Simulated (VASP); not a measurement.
# Bi2Te2O (P-4m2) in VASP: further runs

Runs on Bi2Te2O. Level: PBE. Tasks: single point, relaxation of cell and atoms.

All numbers are computed with VASP 6.6.1; they aren't measurements. Logs are shortened: lines on timing, memory, paths and dates and some standing lists are left out, and cuts for length are marked.

## 1. The cell of the first run

The structure is tetragonal, space group P-4m2 (No. 115). Conventional cell: a = 5.849 Å, b = 5.849 Å, c = 4.335 Å, α = 90.00°, β = 90.00°, γ = 90.00°. Bi (site symmetry 2mm) has 4 Te at 3.09 to 3.15 Å and 2 O at 3.09 Å within 4.1 Å. Within 2.9 Å of Te (site symmetry -4m2) lie 2 O at 2.17 Å. Within 4.7 Å of Te (site symmetry -4m2) lie 8 Bi at 3.09 to 4.43 Å and 4 O at 4.14 Å and 10 Te at 4.34 to 4.67 Å. Within 2.9 Å of O (site symmetry -4m2) lie 2 Te at 2.17 Å.

The cell was built from a structure type or drawn by symmetry, and may not be a known phase.

## 2. Single point, PBE

File INCAR:

```
PREC     = Accurate       # precision mode
ENCUT    = 520            # plane-wave cutoff, eV
EDIFF    = 1E-6           # SCF threshold, eV
ISMEAR   = 0              # smearing method
SIGMA    = 0.1            # smearing width, eV
LREAL    = False          # projectors in reciprocal space
LASPH    = True           # aspherical terms in the spheres
NELM     = 60             # most SCF steps
ALGO     = Normal         # electronic algorithm
ISIF     = 2              # what is computed and relaxed
LWAVE    = False          # write WAVECAR
LCHARG   = True           # write CHGCAR
GGA      = PE             # functional
LELF     = True           # ELF
LVHAR    = True         
NBANDS   = 32             # bands
```

File KPOINTS:

```
regular mesh
0
Gamma
  6 6 8
```

File POSCAR:

```
Bi2Te2O
1.0
    5.8492918972      0.0000000000      0.0000000000
    0.0000000000      5.8492918972      0.0000000000
    0.0000000000      0.0000000000      4.3350291597
Bi Te O
2 2 1
Direct
    0.0000000000      0.5000000000      0.2327808226
    0.5000000000      0.0000000000      0.7672191774
    0.0000000000      0.0000000000      0.5000000000
    0.5000000000      0.5000000000      0.0000000000
    0.0000000000      0.0000000000      0.0000000000
```

Potentials or basis: VASP PAW PBE potentials, release 64 (Bi_d, Te, O).

Run with:

```console
cat potpaw_PBE.64/Bi_d/POTCAR potpaw_PBE.64/Te/POTCAR potpaw_PBE.64/O/POTCAR > POTCAR
mpirun -np 1 vasp_std > vasp.out
```

OUTCAR:

```text
PREC = Accurate
   ENCUT = 520
   EDIFF = 1E-6
   ISMEAR = 0
   LREAL = False
   LASPH = True
   NELM = 60
   ISIF = 2
   GGA = PE

 ion  position               nearest neighbor table
   1  0.000  0.500  0.233-   4 3.09   4 3.09   3 3.15   3 3.15
   2  0.500  0.000  0.767-   4 3.09   4 3.09   3 3.15   3 3.15
   3  0.000  0.000  0.500-   5 2.17   5 2.17   1 3.15   2 3.15   1 3.15   2 3.15
   4  0.500  0.500  0.000-   1 3.09   2 3.09   2 3.09   1 3.09
   5  0.000  0.000  0.000-   3 2.17   3 2.17

  LATTYP: Found a simple tetragonal cell.
 ALAT       =     5.8492918972
 C/A-ratio  =     0.7411203332

  Lattice vectors:

 A1 = (   5.8492918972,   0.0000000000,   0.0000000000)
 A2 = (   0.0000000000,   5.8492918972,   0.0000000000)
 A3 = (   0.0000000000,   0.0000000000,   4.3350291597)

Analysis of symmetry for initial positions (statically):
=====================================================================
 Subroutine PRICEL returns:
 Original cell was already a primitive cell.

 Routine SETGRP: Setting up the symmetry group for a
 simple tetragonal supercell.

 Subroutine GETGRP returns: Found  8 space group operations
 (whereof  8 operations were pure point group operations)
 out of a pool of 16 trial point group operations.

The static configuration has the point symmetry D_2d.

Analysis of symmetry for dynamics (positions and initial velocities):
=====================================================================
 Subroutine PRICEL returns:
 Original cell was already a primitive cell.

 Routine SETGRP: Setting up the symmetry group for a
 simple tetragonal supercell.

 Subroutine GETGRP returns: Found  8 space group operations
 (whereof  8 operations were pure point group operations)
 out of a pool of 16 trial point group operations.

The dynamic configuration has the point symmetry D_2d.

 Subroutine INISYM returns: Found  8 space group operations
 (whereof  8 operations are pure point group operations),
 and found     1 'primitive' translations

----------------------------------------------------------------------------------------

                                     Primitive cell

  volume of cell :     148.3196

  direct lattice vectors                    reciprocal lattice vectors
     5.849291897  0.000000000  0.000000000     0.170960865  0.000000000  0.000000000
     0.000000000  5.849291897  0.000000000     0.000000000  0.170960865  0.000000000
     0.000000000  0.000000000  4.335029160     0.000000000  0.000000000  0.230678956

  length of vectors
     5.849291897  5.849291897  4.335029160     0.170960865  0.170960865  0.230678956

  position of ions in fractional coordinates (direct lattice)
     0.000000000  0.500000000  0.232780823
     0.500000000  0.000000000  0.767219177
     0.000000000  0.000000000  0.500000000
     0.500000000  0.500000000  0.000000000
     0.000000000  0.000000000  0.000000000

  ion indices of the primitive-cell ions
   primitive index   ion index
                 1           1
                 2           2
                 3           3
                 4           4
                 5           5

----------------------------------------------------------------------------------------

 KPOINTS: regular mesh

Automatic generation of k-mesh.
 Grid dimensions read from file:
 generate k-points for:    6    6    8

 Generating k-lattice:

  Cartesian coordinates                     Fractional coordinates (reciprocal lattice)
     0.028493477  0.000000000  0.000000000     0.166666667  0.000000000  0.000000000
     0.000000000  0.028493477  0.000000000     0.000000000  0.166666667  0.000000000
     0.000000000  0.000000000  0.028834869     0.000000000  0.000000000  0.125000000

  Length of vectors
     0.028493477  0.028493477  0.028834869

  Shift w.r.t. Gamma in fractional coordinates (k-lattice)
     0.000000000  0.000000000  0.000000000

 Subroutine IBZKPT returns following result:
 ===========================================

 Found     50 irreducible k-points:

 Following reciprocal coordinates:
            Coordinates               Weight
  0.000000  0.000000  0.000000      1.000000
  0.166667  0.000000  0.000000      4.000000
  0.333333  0.000000  0.000000      4.000000
  0.500000  0.000000  0.000000      2.000000
  0.166667  0.166667  0.000000      4.000000
  0.333333  0.166667  0.000000      8.000000
[... 16 lines left out ...]
  0.333333  0.000000  0.250000      8.000000
  0.500000  0.000000  0.250000      4.000000
 [... further k-points ...]
   k-points           NKPTS =     50   k-points in BZ     NKDIM =     50   number of bands    NBANDS=     32
   number of dos      NEDOS =    301   number of ions     NIONS =      5
   total plane-waves  NPLWV =  73728
   dimension x,y,z NGX =    48 NGY =   48 NGZ =   32
   dimension x,y,z NGXF=    96 NGYF=   96 NGZF=   64
   ions per type =               2   2   1
   NGX,Y,Z   is equivalent  to a cutoff of  13.64, 13.64, 12.27 a.u.
[... 48 lines left out ...]
   NGX = 21   NGY = 21   NGZ = 17

 number of electron      47.9999984 magnetization

 Free energy of the ion-electron system (eV)
  ---------------------------------------------------
  ext. energy  EPLUGINS =         0.00000000
  ---------------------------------------------------
  free energy    TOTEN  =       -19.39802888 eV

  energy without entropy =      -19.38672411  energy(sigma->0) =      -19.39237649

 E-fermi :   6.0358     XC(G=0):  -9.3309

 val. band max:        6.0238774569   @ k =   0.0000   0.0000   0.2500
 cond. band min:       6.0722042053   @ k =   0.5000   0.0000   0.2500
 fundamental gap:      0.0483267484
 Fermi energy:         6.0357840395

 k-point     1 :       0.0000    0.0000    0.0000
  band No.  band energies     occupation
      1     -17.3013      2.00000
      2     -17.2832      2.00000
      3     -17.2797      2.00000
      4     -17.2692      2.00000
      5     -17.2341      2.00000
      6     -17.2341      2.00000
[... 24 lines left out ...]
     31      10.5095      0.00000
     32      10.8914      0.00000

 k-point     2 :       0.1667    0.0000    0.0000
  band No.  band energies     occupation
      1     -17.2995      2.00000
      2     -17.2838      2.00000
      3     -17.2791      2.00000
      4     -17.2699      2.00000
      5     -17.2340      2.00000
      6     -17.2340      2.00000
[... 24 lines left out ...]
     31      10.3904      0.00000
     32      11.2399      0.00000

 k-point     3 :       0.3333    0.0000    0.0000
  band No.  band energies     occupation
      1     -17.2950      2.00000
      2     -17.2859      2.00000
      3     -17.2772      2.00000
      4     -17.2720      2.00000
      5     -17.2338      2.00000
      6     -17.2337      2.00000
[... 24 lines left out ...]
     31      10.6485      0.00000
     32      11.0009      0.00000

 k-point     4 :       0.5000    0.0000    0.0000
  band No.  band energies     occupation
      1     -17.2907      2.00000
      2     -17.2890      2.00000
      3     -17.2747      2.00000
      4     -17.2746      2.00000
      5     -17.2337      2.00000
      6     -17.2335      2.00000
[... 24 lines left out ...]
     31      10.7371      0.00000
     32      11.6123      0.00000

 k-point     5 :       0.1667    0.1667    0.0000
  band No.  band energies     occupation
      1     -17.2978      2.00000
      2     -17.2842      2.00000
      3     -17.2785      2.00000
      4     -17.2706      2.00000
      5     -17.2349      2.00000
      6     -17.2329      2.00000
[... 584 lines left out ...]
     31       9.8887      0.00000
     32      12.6170      0.00000

 k-point    22 :       0.1667    0.0000    0.2500
  band No.  band energies     occupation
      1     -17.2969      2.00000
      2     -17.2854      2.00000
      3     -17.2778      2.00000
      4     -17.2711      2.00000
      5     -17.2357      2.00000
      6     -17.2355      2.00000
[... 24 lines left out ...]
     31      10.3670      0.00000
     32      12.4954      0.00000

 k-point    23 :       0.3333    0.0000    0.2500
  band No.  band energies     occupation
      1     -17.2935      2.00000
      2     -17.2867      2.00000
      3     -17.2766      2.00000
      4     -17.2728      2.00000
      5     -17.2357      2.00000
      6     -17.2352      2.00000
[... 24 lines left out ...]
     31      11.4132      0.00000
     32      12.1884      0.00000

 k-point    24 :       0.5000    0.0000    0.2500
  band No.  band energies     occupation
      1     -17.2903      2.00000
      2     -17.2888      2.00000
      3     -17.2749      2.00000
      4     -17.2747      2.00000
      5     -17.2357      2.00000
      6     -17.2350      2.00000
[... 24 lines left out ...]
     31      12.2124      0.00000
     32      12.4896      0.00000

 [... further k-points ...]

------------------------ aborting loop because EDIFF is reached ----------------------------------------

  FORCE on cell =-STRESS in cart. coord.  units (eV):
  Direction    XX          YY          ZZ          XY          YZ          ZX
  --------------------------------------------------------------------------------------
  -------------------------------------------------------------------------------------
  Total       -0.0661087     -0.0661087     -0.1659417      0.0000000      0.0000000      0.0000000
  in kB       -0.7141187     -0.7141187     -1.7925345      0.0000000      0.0000000      0.0000000
  external PRESSURE =      -1.0735906 kB  Pullay stress =       0.0000000 kB

 VOLUME and BASIS-vectors are now :
 -----------------------------------------------------------------------------
  energy-cutoff  :      520.00
  volume of cell :      148.32
      direct lattice vectors                 reciprocal lattice vectors
     5.849291897  0.000000000  0.000000000     0.170960865  0.000000000  0.000000000
     0.000000000  5.849291897  0.000000000     0.000000000  0.170960865  0.000000000
     0.000000000  0.000000000  4.335029160     0.000000000  0.000000000  0.230678956

 POSITION                                       TOTAL-FORCE (eV/Angst)
 -----------------------------------------------------------------------------------
      0.00000      2.92465      1.00911        -0.000000     -0.000000     -0.002228
      2.92465      0.00000      3.32592         0.000000     -0.000000      0.002228
      0.00000      0.00000      2.16751        -0.000000     -0.000000      0.000000
      2.92465      2.92465      0.00000        -0.000000      0.000000      0.000000
      0.00000      0.00000      0.00000        -0.000000     -0.000000      0.000000
 -----------------------------------------------------------------------------------
    total drift:                                0.000000      0.000000      0.000000

  FREE ENERGIE OF THE ION-ELECTRON SYSTEM (eV)
  ---------------------------------------------------
  free  energy   TOTEN  =       -19.3980288792 eV

  energy  without entropy=      -19.3867241091  energy(sigma->0) =      -19.39237649
```

Wall time 2.4 min (1 thread of Intel Xeon 6975P-C (Granite Rapids), shared host); peak memory 0.4 GiB.

Results:

```
Free energy            : -19.3980 eV
Pressure               : -0.1 GPa
Band gap on the k mesh : zero (bands 24 and 25 overlap by 1.26 eV)
```

Forces in eV/Å, atoms in the order of the input:
```
Bi   0.000  0.000 -0.002
Bi   0.000  0.000  0.002
Te   0.000  0.000  0.000
Te   0.000  0.000  0.000
O    0.000  0.000  0.000
```

Stress tensor (GPa, compression positive):
```
-0.07  0.00  0.00
 0.00 -0.07  0.00
 0.00  0.00 -0.18
```

Levels at points of the mesh, in eV from the Fermi level:
```
           k point  band 22  band 23  band 24  band 25  band 26  band 27
(0.00, 0.00, 0.00)    -1.01    -1.01     0.16     0.74     2.18     2.18
(0.50, 0.00, 0.00)    -1.20    -1.06     0.40     0.94     1.29     1.96
(0.50, 0.50, 0.00)    -0.78    -0.78    -0.57    -0.34    -0.09     1.11
(0.00, 0.00, 0.50)    -2.64    -1.93    -1.70    -0.25     1.30     1.86
(0.50, 0.00, 0.50)    -2.28    -1.70    -0.60     0.20     0.50     1.09
(0.50, 0.50, 0.50)    -1.77    -0.75    -0.75     0.89     1.07     1.26
```

Caveat: spin-orbit coupling is left out, which moves the levels of the heavy elements.

## 3. Single point, PBE

File INCAR:

```
  ALGO = Normal
  EDIFF = 1E-7
  ENCUT = 520
  GGA = PE
  ISIF = 2
  ISMEAR = 0
  LASPH = T
  LCHARG = F
  LREAL = F
  LWAVE = F
  NBANDS = 32
  NELM = 60
  PREC = Accurate
  SIGMA = 0.1
```

File KPOINTS:

```
k-points
0
Gamma
  6 6 10
```

POSCAR is that of step 2.

Potentials or basis: VASP PAW PBE potentials, release 64 (Bi_d, Te, O).

Run with:

```console
cat potpaw_PBE.64/Bi_d/POTCAR potpaw_PBE.64/Te/POTCAR potpaw_PBE.64/O/POTCAR > POTCAR
mpirun -np 1 vasp_std > vasp.out
```

Wall time 2.8 min (1 thread of Intel Xeon 6975P-C (Granite Rapids), shared host); peak memory 0.43 GiB.

Results (log left out):

```
Free energy            : -19.4024 eV
Pressure               : -0.1 GPa
Largest force          : 0.004 eV/Å
Band gap on the k mesh : zero (bands 24 and 25 overlap by 1.32 eV)
```

Forces on the atoms (eV/Å):
```
Bi   0.000  0.000 -0.004
Bi   0.000  0.000  0.004
Te   0.000  0.000  0.000
Te   0.000  0.000  0.000
O    0.000  0.000  0.000
```

Levels at points of the mesh, in eV from the Fermi level:
| k point | band 20 | band 21 | band 22 | band 23 | band 24 | band 25 | band 26 | band 27 | band 28 | band 29 |
| --- | --- | --- | --- | --- | --- | --- | --- | --- | --- | --- |
| (0.00, 0.00, 0.00) | -3.76 | -1.11 | -1.02 | -1.02 | 0.14 | 0.73 | 2.17 | 2.17 | 3.41 | 4.29 |
| (0.50, 0.00, 0.00) | -2.21 | -1.84 | -1.21 | -1.07 | 0.38 | 0.92 | 1.28 | 1.95 | 2.79 | 3.23 |
| (0.50, 0.50, 0.00) | -2.19 | -2.16 | -0.79 | -0.79 | -0.59 | -0.35 | -0.10 | 1.09 | 2.40 | 2.40 |
| (0.00, 0.00, 0.50) | -3.32 | -2.66 | -2.66 | -1.95 | -1.72 | -0.27 | 1.29 | 1.84 | 1.84 | 3.05 |
| (0.50, 0.00, 0.50) | -2.95 | -2.78 | -2.30 | -1.71 | -0.61 | 0.19 | 0.48 | 1.07 | 1.83 | 2.41 |
| (0.50, 0.50, 0.50) | -2.61 | -2.09 | -1.79 | -0.76 | -0.76 | 0.88 | 1.05 | 1.24 | 1.24 | 1.43 |

Caveat: spin-orbit coupling is left out, which moves the levels of the heavy elements.

## 4. Relaxation of cell and atoms, PBE

This run uses another cell than the first one, of 28.21 Å³/atom.

File INCAR:

```
  ALGO = Normal
  EDIFF = 1E-7
  EDIFFG = -0.04
  ENCUT = 600
  GGA = PE
  IBRION = 2
  ISIF = 3
  ISMEAR = 0
  LASPH = T
  LCHARG = F
  LREAL = F
  LWAVE = F
  NELM = 100
  NSW = 90
  PREC = Accurate
  SIGMA = 0.1
```

File KPOINTS:

```
k-points
0
Gamma
  4 4 4
```

File POSCAR:

```
Bi2Te2O
1.0
    5.2626653500      0.0000000000      0.0000000000
    0.0000000000      5.2626653500      0.0000000000
    0.0000000000      0.0000000000      5.0931158400
Bi Te O
2 2 1
Direct
    0.0000000000      0.5000000000      0.1772806200
    0.5000000000      0.0000000000      0.8227193800
    0.0000000000      0.0000000000      0.5000000000
    0.5000000000      0.5000000000      0.0000000000
    0.0000000000      0.0000000000      0.0000000000
```

Run with:

```console
cat potpaw_PBE.64/Bi_d/POTCAR potpaw_PBE.64/Te/POTCAR potpaw_PBE.64/O/POTCAR > POTCAR
mpirun -np 1 vasp_std > vasp.out
```

Wall time 10 min (1 thread of Intel Xeon 6975P-C (Granite Rapids), shared host); peak memory 0.33 GiB.

The run converged. Its results:

```yaml
Free_energy: -19.3672 eV
Relaxed_volume: 29.79 Å³/atom
Relaxed_cell: a = 5.796 Å, b = 5.796 Å, c = 4.435 Å, α = 90.00°, β = 90.00°, γ = 90.00°
Space_group_after_relaxing_to_0.1_Å: P-4m2 (No. 115)
Energy_gained_by_relaxing: 170.5 meV/atom
Ionic_steps: 17
Pressure_after_relaxing: 0.0 GPa
Largest_force_after_relaxing: 0.020 eV/Å
Band_gap_on_the_k_mesh: zero (bands 24 and 25 overlap by 0.87 eV)
```

Forces in eV/Å, atoms in the order of the input:
```
Bi   0.000  0.000  0.020
Bi   0.000  0.000 -0.020
Te   0.000  0.000  0.000
Te   0.000  0.000  0.000
O    0.000  0.000  0.000
```

Stress tensor (GPa, compression positive):
```
 0.04  0.00  0.00
 0.00  0.04  0.00
 0.00  0.00 -0.21
```

Step by step:
```tsv
step	energy change (eV)	largest force (eV/Å)	pressure (GPa)	volume (Å³)
1	0.0000	0.9104	9.02	141.06
2	-0.3832	0.1787	-4.41	175.77
3	-0.6068	0.3913	-0.65	160.88
4	-0.6595	0.3320	-0.54	159.06
5	-0.7704	0.2043	0.05	153.38
6	-0.7531	0.2584	3.20	140.89
7	-0.7960	0.2164	0.60	149.83
8	-0.8101	0.2383	1.76	144.76
9	-0.8352	0.2007	0.48	147.25
10	-0.8356	0.1962	0.27	147.70
11	-0.8419	0.1676	0.08	148.31
12	-0.8476	0.1132	-0.24	149.41
13	-0.8483	0.0907	-0.37	149.88
14	-0.8506	0.0711	0.09	148.69
15	-0.8506	0.0714	0.08	148.70
16	-0.8513	0.0577	0.05	148.77
17	-0.8525	0.0198	-0.05	148.96
```

Final structure:
```yaml
crystal:
  lattice:
    - [5.79566, 0.00000, 0.00000]
    - [0.00000, 5.79566, 0.00000]
    - [0.00000, 0.00000, 4.43481]
  atoms:
    - { symbol: Bi, position: [0.00000, 0.50000, 0.22940] }
    - { symbol: Bi, position: [0.50000, 0.00000, 0.77060] }
    - { symbol: Te, position: [0.00000, 0.00000, 0.50000] }
    - { symbol: Te, position: [0.50000, 0.50000, 0.00000] }
    - { symbol: O, position: [0.00000, 0.00000, 0.00000] }
```

Levels at points of the mesh, in eV from the Fermi level:
| k point | band 20 | band 21 | band 22 | band 23 | band 24 | band 25 | band 26 | band 27 | band 28 |
| --- | --- | --- | --- | --- | --- | --- | --- | --- | --- |
| (0.00, 0.00, 0.00) | -3.77 | -1.33 | -1.08 | -1.08 | -0.07 | 0.51 | 2.04 | 2.04 | 3.47 |
| (0.50, 0.00, 0.00) | -2.31 | -2.00 | -1.44 | -1.11 | 0.37 | 0.95 | 1.22 | 1.85 | 2.71 |
| (0.50, 0.50, 0.00) | -2.38 | -2.38 | -0.88 | -0.88 | -0.56 | -0.34 | -0.04 | 1.13 | 2.35 |
| (0.00, 0.00, 0.50) | -3.31 | -2.60 | -2.60 | -2.00 | -1.66 | -0.26 | 0.91 | 1.87 | 1.87 |
| (0.50, 0.00, 0.50) | -2.88 | -2.75 | -2.23 | -1.78 | -0.78 | 0.26 | 0.47 | 1.06 | 1.90 |
| (0.50, 0.50, 0.50) | -2.51 | -2.08 | -1.96 | -0.74 | -0.74 | 0.88 | 0.99 | 1.36 | 1.45 |

Caveat: spin-orbit coupling is left out, which moves the levels of the heavy elements.

## 5. The runs side by side

| task | cell | k mesh | cutoff (eV) | gap on the mesh (eV) | pressure (GPa) |
| --- | --- | --- | --- | --- | --- |
| single point | a = 5.849, b = 5.849, c = 4.335 Å, 5 atoms, atomic positions A | 6 × 6 × 8 | 520 | none | -0.1 |
| single point | a = 5.849, b = 5.849, c = 4.335 Å, 5 atoms, atomic positions A | 6 × 6 × 10 | 520 | none | -0.1 |
| relaxation of cell and atoms | relaxed from a = 5.263, b = 5.263, c = 5.093 Å, 5 atoms, atomic positions B | 4 × 4 × 4 | 600 | none | 0.0 |

Alike in all rows: level PBE; potentials or basis VASP PAW PBE potentials, release 64 (Bi_d, Te, O); no spin polarisation; smearing gaussian 0.1 eV.

Caveats: spin-orbit coupling is left out, which moves the levels of the heavy elements.

Absolute energies hang on the potentials; compare differences alone.
